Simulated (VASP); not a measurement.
# Cd in VASP: settings compared, part 2 of 2

VASP 6.6.1.

## (3) Single point, PBEsol

This run uses another cell than the first one, of 20.29 Å³/atom, 0.940 times its volume.

INCAR reads:

```
SYSTEM = Cd
ALGO = Normal
EDIFF = 1E-7
ENCUT = 520
GGA = PS
ISIF = 2
ISMEAR = -1
LASPH = .True.
LCHARG = .False.
LREAL = .False.
LWAVE = .False.
NBANDS = 19
NELM = 100
PREC = Accurate
SIGMA = 0.05
```

KPOINTS reads:

```
k-points
0
Gamma
  10 10 5
  0 0 0
```

POSCAR reads:

```
Cd
1.0
    2.9180596717      0.0000000000      0.0000000000
   -1.4590298358      2.5271138055      0.0000000000
    0.0000000000      0.0000000000      5.5029719036
Cd
2
Direct
    0.6666666667      0.3333333333      0.7500000000
    0.3333333333      0.6666666667      0.2500000000
```

Potentials or basis: VASP PAW PBE potentials, release 64 (Cd).

Launch:

```console
cat potpaw_PBE.64/Cd/POTCAR > POTCAR
mpirun -np 1 vasp_std > vasp.out
```

It took 15 s on 1 thread of Intel Xeon Platinum 8375C at 2.90GHz (Ice Lake), shared host; peak memory 0.17 GiB.

Results (log left out):

```yaml
Free_energy: -2.3990 eV
Pressure: 2.9 GPa
Band_gap_on_the_k_mesh: zero (band 12 reaches 4.33 eV, above the bottom of band 13 at 0.26 eV)
```

Stress tensor (GPa, compression positive):
```
3.78 0.00 0.00
0.00 3.78 0.00
0.00 0.00 1.09
```

Levels at points of the mesh, in eV from the Fermi level:
| k point | band 9 | band 10 | band 11 | band 12 | band 13 | band 14 | band 15 | band 16 |
| --- | --- | --- | --- | --- | --- | --- | --- | --- |
| (0.00, 0.00, 0.00) | -8.58 | -8.29 | -8.29 | -3.19 | -2.81 | 11.09 | 14.90 | 15.69 |
| (0.50, 0.00, 0.00) | -8.00 | -7.97 | -2.36 | -1.69 | 2.27 | 3.24 | 3.70 | 5.60 |

Caveat: the PAW data sets were made with another functional, which shifts forces and pressure a little.

## (4) Single point, PBEsol

This run uses another cell than the first one, of 20.72 Å³/atom, 0.960 times its volume.

INCAR reads:

```
ALGO = Normal ; EDIFF = 1E-6
ENCUT = 520 ; GGA = PS
ISIF = 2 ; ISMEAR = -1
LASPH = True ; LCHARG = True
LELF = True ; LREAL = False
LVHAR = True ; LWAVE = False
NBANDS = 19 ; NELM = 80
PREC = Accurate ; SIGMA = 0.05
```

KPOINTS reads:

```
k-points
0
Gamma
  10 10 5
```

POSCAR reads:

```
Cd
1.0
    2.9386100647      0.0000000000      0.0000000000
   -1.4693050324      2.5449109679      0.0000000000
    0.0000000000      0.0000000000      5.5417265037
Cd
2
Direct
    0.6666666667      0.3333333333      0.7500000000
    0.3333333333      0.6666666667      0.2500000000
```

Launch:

```console
cat potpaw_PBE.64/Cd/POTCAR > POTCAR
mpirun -np 1 vasp_std > vasp.out
```

It took 19 s on 1 thread of Intel Xeon Platinum 8375C at 2.90GHz (Ice Lake), shared host; peak memory 0.17 GiB.

It converged, with:

```
Free energy            : -2.4103 eV
Pressure               : 1.3 GPa
Band gap on the k mesh : zero (band 12 reaches 4.15 eV, above the bottom of band 13 at 0.08 eV)
```

Stress tensor (GPa, compression positive):
```
1.98 0.00 0.00
0.00 1.98 0.00
0.00 0.00 0.00
```

Levels at points of the mesh, in eV from the Fermi level:
| k point | band 9 | band 10 | band 11 | band 12 | band 13 | band 14 | band 15 | band 16 |
| --- | --- | --- | --- | --- | --- | --- | --- | --- |
| (0.00, 0.00, 0.00) | -8.56 | -8.28 | -8.28 | -3.10 | -2.84 | 10.95 | 14.80 | 15.46 |
| (0.50, 0.00, 0.00) | -8.00 | -7.97 | -2.31 | -1.70 | 2.22 | 3.21 | 3.56 | 5.53 |

Caveat: the PAW data sets were made with another functional, which shifts forces and pressure a little.

## (5) Single point, PBEsol

This run uses another cell than the first one, of 21.15 Å³/atom, 0.980 times its volume.

INCAR reads:

```
PREC = Accurate
ENCUT = 520
EDIFF = 1E-7
ISMEAR = -1
SIGMA = 0.05
LREAL = F
LASPH = T
NELM = 60
ALGO = Normal
ISIF = 2
LWAVE = F
LCHARG = F
GGA = PS
NBANDS = 19
```

KPOINTS reads:

```
regular mesh
0
Gamma
  10 10 5
```

POSCAR reads:

```
Cd
1.0
    2.9588769815      0.0000000000      0.0000000000
   -1.4794384907      2.5624626327      0.0000000000
    0.0000000000      0.0000000000      5.5799465150
Cd
2
Direct
    0.6666666667      0.3333333333      0.7500000000
    0.3333333333      0.6666666667      0.2500000000
```

Potentials or basis: VASP PAW PBE potentials, release 64 (Cd).

Launch:

```console
cat potpaw_PBE.64/Cd/POTCAR > POTCAR
mpirun -np 1 vasp_std > vasp.out
```

OUTCAR:

```text
PREC = Accurate
   ENCUT = 520
   EDIFF = 1E-7
   ISMEAR = -1
   LREAL = F
   LASPH = T
   NELM = 60
   ISIF = 2
   GGA = PS

 ion  position               nearest neighbor table
   1  0.667  0.333  0.750-   2 3.27   2 3.27   2 3.27   2 3.27   2 3.27   2 3.27
   2  0.333  0.667  0.250-   1 3.27   1 3.27   1 3.27   1 3.27   1 3.27   1 3.27

  LATTYP: Found a hexagonal cell.
 ALAT       =     2.9588769815
 C/A-ratio  =     1.8858325472

  Lattice vectors:

 A1 = (   2.9588769815,   0.0000000000,   0.0000000000)
[... 190 lines left out ...]
      3      -6.3074      2.00000
      4      -6.3074      2.00000
      5      -6.2531      2.00000
      6      -6.2531      2.00000
[... 505 lines left out ...]
      6      -5.8359      2.00000
[... 11 lines left out ...]
     18      13.0687      0.00000
     19      16.4131      0.00000

 [... further k-points ...]
[... 5 lines left out ...]
  --------------------------------------------------------------------------------------
  -------------------------------------------------------------------------------------
  Total        0.1065651      0.1065651     -0.2528153      0.0000000     -0.0000000      0.0000000
  in kB        4.0356273      4.0356273     -9.5741321      0.0000000     -0.0000000      0.0000000
  external PRESSURE =      -0.5009592 kB  Pullay stress =       0.0000000 kB

 VOLUME and BASIS-vectors are now :
 -----------------------------------------------------------------------------
  energy-cutoff  :      520.00
  volume of cell :       42.31
      direct lattice vectors                 reciprocal lattice vectors
     2.958876982  0.000000000  0.000000000     0.337966062  0.195124797  0.000000000
    -1.479438491  2.562462633  0.000000000     0.000000000  0.390249593  0.000000000
     0.000000000  0.000000000  5.579946515     0.000000000  0.000000000  0.179213187

 POSITION                                       TOTAL-FORCE (eV/Angst)
 -----------------------------------------------------------------------------------
      1.47944      0.85415      4.18496        -0.000000      0.000000      0.000000
     -0.00000      1.70831      1.39499         0.000000      0.000000      0.000000
 -----------------------------------------------------------------------------------
    total drift:                                0.000000     -0.000000      0.000000

  FREE ENERGIE OF THE ION-ELECTRON SYSTEM (eV)
  ---------------------------------------------------
  free  energy   TOTEN  =        -2.4136233487 eV

  energy  without entropy=       -2.4113516046  energy(sigma->0) =       -2.41248748
```

It took 17 s on 1 thread of Intel Xeon Platinum 8375C at 2.90GHz (Ice Lake), shared host; peak memory 0.17 GiB.

What came out:

```yaml
Free_energy: -2.4136 eV
Pressure: -0.1 GPa
Band_gap_on_the_k_mesh: zero (band 12 reaches 3.97 eV, above the bottom of band 13 at -0.09 eV)
```

Levels at points of the mesh, in eV from the Fermi level:
```
           k point  band 8  band 9  band 10  band 11  band 12  band 13  band 14  band 15  band 16  band 17
(0.00, 0.00, 0.00)   -8.54   -8.54    -8.27    -8.27    -3.01    -2.87    10.82    14.70    15.23    15.23
(0.50, 0.00, 0.00)   -8.31   -8.00    -7.97    -2.26    -1.71     2.16     3.18     3.43     5.45     8.61
```

Caveat: the PAW data sets were made with another functional, which shifts forces and pressure a little.

## (6) Overview

```csv
level,cell,gap on the mesh (eV),pressure (GPa)
PBE,"a = 2.979, b = 2.979, c = 5.618 Å, angles 90.0, 90.0, 120.0°, 2 atoms",none,3.3
PBEsol,"a = 2.918, b = 2.918, c = 5.503 Å, angles 90.0, 90.0, 120.0°, 2 atoms",none,2.9
PBEsol,"a = 2.939, b = 2.939, c = 5.542 Å, angles 90.0, 90.0, 120.0°, 2 atoms",none,1.3
PBEsol,"a = 2.959, b = 2.959, c = 5.580 Å, angles 90.0, 90.0, 120.0°, 2 atoms",none,-0.1
```

Alike in all rows: task single point; potentials or basis VASP PAW PBE potentials, release 64 (Cd); no spin polarisation; k mesh 10 × 10 × 5; cutoff (eV) 520; smearing fermi-dirac 0.05 eV.

Caveats: the PAW data sets were made with another functional, which shifts forces and pressure a little (some runs).

Absolute energies hang on the potentials; compare differences alone.
